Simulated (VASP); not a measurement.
# Al (Fm-3m) in VASP: a series of runs

The runs below take Al through single point, relaxation of cell and atoms, with PBEsol.

Program: VASP 6.6.1. These are calculated values, not measurements. Logs are shortened: lines on timing, memory, paths and dates and some standing lists are left out, and cuts for length are marked.

**1. The cell of the first run**

It takes space group Fm-3m (No. 225, cubic). Conventional cell: a = 4.015 Å, b = 4.015 Å, c = 4.015 Å, α = 90.00°, β = 90.00°, γ = 90.00°. Al (site symmetry m-3m) has 12 Al at 2.84 Å within 3.7 Å.

**2. Single point, PBEsol**

INCAR

```
PREC = Accurate ; ENCUT = 520
EDIFF = 1E-6 ; ISMEAR = 0
SIGMA = 0.1 ; LREAL = F
LASPH = T ; NELM = 100
ALGO = Normal ; ISIF = 2
LWAVE = F ; LCHARG = F
GGA = PS ; NBANDS = 8
```

KPOINTS

```
regular mesh
0
Gamma
  18 18 18
```

POSCAR

```
Al
1.0
    0.0000000000      2.0073863928      2.0073863928
    2.0073863928      0.0000000000      2.0073863928
    2.0073863928      2.0073863928      0.0000000000
Al
1
Direct
    0.0000000000      0.0000000000      0.0000000000
```

Potentials or basis: VASP PAW PBE potentials, release 64 (Al).

Launch:

```
$ cat potpaw_PBE.64/Al/POTCAR > POTCAR
$ mpirun -np 1 vasp_std > vasp.out
```

OUTCAR:

```text
PREC = Accurate
   ENCUT = 520
   EDIFF = 1E-6
   ISMEAR = 0
   LREAL = F
   LASPH = T
   NELM = 100
   ISIF = 2
   GGA = PS

 ion  position               nearest neighbor table
   1  0.000  0.000  0.000-

  LATTYP: Found a face centered cubic cell.
 ALAT       =     4.0147727856

  Lattice vectors:

 A1 = (   0.0000000000,   2.0073863928,   2.0073863928)
 A2 = (   2.0073863928,   0.0000000000,   2.0073863928)
 A3 = (   2.0073863928,   2.0073863928,   0.0000000000)

Analysis of symmetry for initial positions (statically):
=====================================================================
 Subroutine PRICEL returns:
 Original cell was already a primitive cell.

 Routine SETGRP: Setting up the symmetry group for a
 face centered cubic supercell.

 Subroutine GETGRP returns: Found 48 space group operations
 (whereof 48 operations were pure point group operations)
 out of a pool of 48 trial point group operations.

The static configuration has the point symmetry O_h .

Analysis of symmetry for dynamics (positions and initial velocities):
=====================================================================
 Subroutine PRICEL returns:
 Original cell was already a primitive cell.

 Routine SETGRP: Setting up the symmetry group for a
 face centered cubic supercell.

 Subroutine GETGRP returns: Found 48 space group operations
 (whereof 48 operations were pure point group operations)
 out of a pool of 48 trial point group operations.

The dynamic configuration has the point symmetry O_h .

 Subroutine INISYM returns: Found 48 space group operations
 (whereof 48 operations are pure point group operations),
 and found     1 'primitive' translations

----------------------------------------------------------------------------------------

                                     Primitive cell

  volume of cell :      16.1779

  direct lattice vectors                    reciprocal lattice vectors
     0.000000000  2.007386393  2.007386393    -0.249080098  0.249080098  0.249080098
     2.007386393  0.000000000  2.007386393     0.249080098 -0.249080098  0.249080098
     2.007386393  2.007386393  0.000000000     0.249080098  0.249080098 -0.249080098

  length of vectors
     2.838873062  2.838873062  2.838873062     0.431419385  0.431419385  0.431419385

  position of ions in fractional coordinates (direct lattice)
     0.000000000  0.000000000  0.000000000

  ion indices of the primitive-cell ions
   primitive index   ion index
                 1           1

----------------------------------------------------------------------------------------

 KPOINTS: regular mesh

Automatic generation of k-mesh.
 Grid dimensions read from file:
 generate k-points for:   18   18   18

 Generating k-lattice:

  Cartesian coordinates                     Fractional coordinates (reciprocal lattice)
    -0.013837783  0.013837783  0.013837783     0.055555556  0.000000000  0.000000000
     0.013837783 -0.013837783  0.013837783     0.000000000  0.055555556  0.000000000
     0.013837783  0.013837783 -0.013837783     0.000000000  0.000000000  0.055555556

  Length of vectors
     0.023967744  0.023967744  0.023967744

  Shift w.r.t. Gamma in fractional coordinates (k-lattice)
     0.000000000  0.000000000  0.000000000

 Subroutine IBZKPT returns following result:
 ===========================================

 Found    195 irreducible k-points:

 Following reciprocal coordinates:
            Coordinates               Weight
  0.000000  0.000000  0.000000      1.000000
  0.055556  0.000000  0.000000      8.000000
  0.111111  0.000000  0.000000      8.000000
  0.166667  0.000000  0.000000      8.000000
  0.222222  0.000000  0.000000      8.000000
  0.277778  0.000000  0.000000      8.000000
[... 16 lines left out ...]
 -0.277778  0.055556  0.000000     24.000000
 -0.222222  0.055556  0.000000     24.000000
 [... further k-points ...]
   k-points           NKPTS =    195   k-points in BZ     NKDIM =    195   number of bands    NBANDS=      8
   number of dos      NEDOS =    301   number of ions     NIONS =      1
   total plane-waves  NPLWV =  13824
   dimension x,y,z NGX =    24 NGY =   24 NGZ =   24
   dimension x,y,z NGXF=    48 NGYF=   48 NGZF=   48
   ions per type =               1
   NGX,Y,Z   is equivalent  to a cutoff of  14.05, 14.05, 14.05 a.u.
   NGXF,Y,Z  is equivalent  to a cutoff of  28.11, 28.11, 28.11 a.u.
 SYSTEM =  unknown system
   PREC   = accura    normal or accurate (medium, high low for compatibility)
   ISTART =      0    job   : 0-new  1-cont  2-samecut
   ICHARG =      2    charge: 1-file 2-atom 10-const
   ISPIN  =      1    spin polarized calculation?
   LNONCOLLINEAR =      F non collinear calculations
   LSORBIT =      F    spin-orbit coupling
   LASPH  =      T    aspherical Exc in radial PAW
   ENCUT  =  520.0 eV  38.22 Ry    6.18 a.u.   5.28  5.28  5.28*2*pi/ulx,y,z
   NELM   =    100;   NELMIN=  2; NELMDL= -5     # of ELM steps
   EDIFF  = 0.1E-05   stopping-criterion for ELM
   LREAL  =      F    real-space projection
   EDIFFG = 0.1E-04   stopping-criterion for IOM
   NSW    =      0    number of steps for IOM
   IBRION =     -1    ionic relax: 0-MD 1-quasi-New 2-CG
   NFREE  =      0    steps in history (QN), initial steepest desc. (CG)
   ISIF   =      2    stress and relaxation
   ISYM   =      2    0-nonsym 1-usesym 2-fastsym
   POTIM  = 0.5000    time-step for ionic-motion
   TEBEG  =    0.0;   TEEND  =   0.0 temperature during run
   PSTRESS=    0.0 pullay stress
   NELECT =       3.0000    total number of electrons
   NUPDOWN=      -1.0000    fix difference up-down
   EMIN   =  10.00;   EMAX   =-10.00  energy-range for DOS
   EFERMI =   0.00;   METHOD = LEGACY
   ISMEAR =     0;   SIGMA  =   0.10  broadening in eV -4-tet -1-fermi 0-gaus
   EFERMI_NEDOS =   21; number of points for ismear=-14 and -15
   IALGO  =     38    algorithm
   IMIX   =      4    mixing-type and parameters
     AMIX     =   0.40;   BMIX     =  1.00
     AMIX_MAG =   1.60;   BMIX_MAG =  1.00
  volume/ion in A,a.u.               =      16.18       109.17
  Fermi-wavevector in a.u.,A,eV,Ry     =   0.933557  1.764167 11.857873  0.871529
  Thomas-Fermi vector in A             =   2.060271
   LORBIT       =      0    0 simple, 1 ext, 2 COOP (PROOUT), +10 PAW based schemes
   GGA     = PS    functional components
   LHFCALC =     F    Hartree Fock is set to
   AEXX    =    0.0000 exact exchange contribution
   IVDW    =     0    specifies the selected vdW correction
   LEPSILON=     F    determine dielectric tensor
   LRPA    =     F    only Hartree local field effects (RPA)
 non-spin polarized calculation
 Gauss-broadening in eV      SIGMA  =   0.10
  energy-cutoff  :      520.00
  volume of cell :       16.18
 maximum number of plane-waves:       448
 NGX is ok and might be reduce to    24
   NGX = 11   NGY = 11   NGZ = 11

 number of electron       3.0000000 magnetization

 Free energy of the ion-electron system (eV)
  ---------------------------------------------------
  ext. energy  EPLUGINS =         0.00000000
  ---------------------------------------------------
  free energy    TOTEN  =        -4.09067537 eV

  energy without entropy =       -4.08768738  energy(sigma->0) =       -4.08918137

 E-fermi :   8.1472     XC(G=0): -10.3288

 val. band max:        8.1326519924   @ k =  -0.2778   0.2778   0.0556
 cond. band min:       8.1556735527   @ k =  -0.4444   0.3333   0.1111
 fundamental gap:      0.0230215603
 Fermi energy:         8.1472165069

 k-point     1 :       0.0000    0.0000    0.0000
  band No.  band energies     occupation
      1      -3.1100      2.00000
      2      20.8609      0.00000
      3      20.8609      0.00000
      4      20.8609      0.00000
      5      22.5025      0.00000
      6      22.5025      0.00000
      7      22.5025      0.00000
      8      24.7851      0.00000

 k-point     2 :       0.0556    0.0000    0.0000
  band No.  band energies     occupation
      1      -3.0250      2.00000
      2      19.3600      0.00000
      3      20.5678      0.00000
      4      20.5678      0.00000
      5      22.9289      0.00000
      6      22.9289      0.00000
      7      23.0495      0.00000
      8      25.6792      0.00000

 k-point     3 :       0.1111    0.0000    0.0000
  band No.  band energies     occupation
      1      -2.7703      2.00000
      2      17.1222      0.00000
      3      20.0691      0.00000
      4      20.0691      0.00000
      5      23.1005      0.00000
      6      23.7988      0.00000
      7      23.7988      0.00000
      8      26.2229      0.00000

 k-point     4 :       0.1667    0.0000    0.0000
  band No.  band energies     occupation
      1      -2.3470      2.00000
      2      14.8645      0.00000
      3      19.6280      0.00000
      4      19.6280      0.00000
      5      22.9303      0.00000
      6      24.4014      0.00000
      7      24.4014      0.00000
      8      25.5740      0.00000

 k-point     5 :       0.2222    0.0000    0.0000
  band No.  band energies     occupation
      1      -1.7564      2.00000
      2      12.6822      0.00000
      3      19.3022      0.00000
      4      19.3022      0.00000
      5      22.7537      0.00000
      6      23.5862      0.00000
      7      23.5862      0.00000
      8      26.5530      0.00000
[... 177 lines left out ...]
 k-point    22 :      -0.3333    0.0556    0.0000
  band No.  band energies     occupation
      1       0.3324      2.00000
      2       8.1022      1.47557
      3      17.3680      0.00000
      4      20.2655      0.00000
      5      20.3214      0.00000
      6      21.7719      0.00000
      7      23.3376      0.00000
      8      26.2418      0.00000

 k-point    23 :      -0.2778    0.0556    0.0000
  band No.  band energies     occupation
      1      -0.6385      2.00000
      2      10.0066      0.00000
      3      17.3860      0.00000
      4      20.2930      0.00000
      5      21.1822      0.00000
      6      22.6420      0.00000
      7      23.2922      0.00000
      8      27.0397      0.00000

 k-point    24 :      -0.2222    0.0556    0.0000
  band No.  band energies     occupation
      1      -1.4481      2.00000
      2      12.0352      0.00000
      3      17.5493      0.00000
      4      20.4286      0.00000
      5      22.1879      0.00000
      6      23.2707      0.00000
      7      23.7132      0.00000
      8      25.9245      0.00000

 [... further k-points ...]
[... 5 lines left out ...]
  --------------------------------------------------------------------------------------
  -------------------------------------------------------------------------------------
  Total        0.0078698      0.0078698      0.0078698     -0.0000000     -0.0000000      0.0000000
  in kB        0.7793875      0.7793875      0.7793875     -0.0000000     -0.0000000      0.0000000
  external PRESSURE =       0.7793875 kB  Pullay stress =       0.0000000 kB

 VOLUME and BASIS-vectors are now :
 -----------------------------------------------------------------------------
  energy-cutoff  :      520.00
  volume of cell :       16.18
      direct lattice vectors                 reciprocal lattice vectors
     0.000000000  2.007386393  2.007386393    -0.249080098  0.249080098  0.249080098
     2.007386393  0.000000000  2.007386393     0.249080098 -0.249080098  0.249080098
     2.007386393  2.007386393  0.000000000     0.249080098  0.249080098 -0.249080098

 POSITION                                       TOTAL-FORCE (eV/Angst)
 -----------------------------------------------------------------------------------
      0.00000      0.00000      0.00000         0.000000      0.000000     -0.000000
 -----------------------------------------------------------------------------------
    total drift:                               -0.000000      0.000000     -0.000000

  FREE ENERGIE OF THE ION-ELECTRON SYSTEM (eV)
  ---------------------------------------------------
  free  energy   TOTEN  =        -4.0906753689 eV

  energy  without entropy=       -4.0876873766  energy(sigma->0) =       -4.08918137
```

It took 8.3 s on 1 thread of Intel Xeon 6975P-C (Granite Rapids), shared host; peak memory 0.14 GiB.

What came out:

| Quantity | Value |
| --- | --- |
| Free energy | -4.0907 eV |
| Pressure | 0.1 GPa |

Caveat: the PAW data sets were made with another functional, which shifts forces and pressure a little.

**3. Relaxation of cell and atoms, PBEsol**

This run uses another cell than the first one, of 15.79 Å³/atom, 0.976 times its volume.

INCAR

```
PREC = Accurate
ENCUT = 600
EDIFF = 1E-6
ISMEAR = 0
SIGMA = 0.1
LREAL = F
LASPH = T
NELM = 80
ALGO = Normal
ISIF = 3
LWAVE = F
LCHARG = F
GGA = PS
IBRION = 2
NSW = 70
EDIFFG = -0.005
```

KPOINTS is that of step 2.

POSCAR

```
Al
1.0
    0.0000000000      1.9913663546      1.9913663546
    1.9913663546      0.0000000000      1.9913663546
    1.9913663546      1.9913663546      0.0000000000
Al
1
Direct
    0.0000000000      0.0000000000      0.0000000000
```

Potentials or basis: VASP PAW PBE potentials, release 64 (Al).

Launch:

```
$ cat potpaw_PBE.64/Al/POTCAR > POTCAR
$ mpirun -np 1 vasp_std > vasp.out
```

Wall time 9.1 s (1 thread of Intel Xeon 6975P-C (Granite Rapids), shared host); peak memory 0.14 GiB.

Results (log left out):

```yaml
Free_energy: -4.0907 eV
Relaxed_volume: 16.19 Å³/atom
Relaxed_cell: a = 2.840 Å, b = 2.840 Å, c = 2.840 Å, α = 60.00°, β = 60.00°, γ = 60.00°
Space_group_after_relaxing_to_0.05_Å: Fm-3m (No. 225)
Energy_gained_by_relaxing: 2.6 meV/atom
Ionic_steps: 3
Pressure_after_relaxing: 0.0 GPa
```

The path:
```csv
step,energy change (eV),largest force (eV/Å),pressure (GPa),volume (Å³)
1,0.0000,0.0000,2.14,15.79
2,-0.0025,0.0000,-0.42,16.28
3,-0.0026,0.0000,0.00,16.19
```

Final structure:
```xyz
1
Lattice="0.0000 2.0080 2.0080 2.0080 0.0000 2.0080 2.0080 2.0080 0.0000" Properties=species:S:1:pos:R:3 pbc="T T T"
Al    0.0000    0.0000    0.0000
```

Levels at points of the mesh, in eV from the Fermi level:
| k point | band 1 | band 2 | band 3 | band 4 |
| --- | --- | --- | --- | --- |
| (0.00, 0.00, 0.00) | -11.25 | 12.71 | 12.71 | 12.71 |
| (0.50, 0.00, 0.00) | -4.66 | -4.39 | 11.53 | 11.53 |
| (0.50, 0.50, 0.00) | -2.95 | -1.60 | 5.27 | 5.68 |

Caveat: the PAW data sets were made with another functional, which shifts forces and pressure a little.
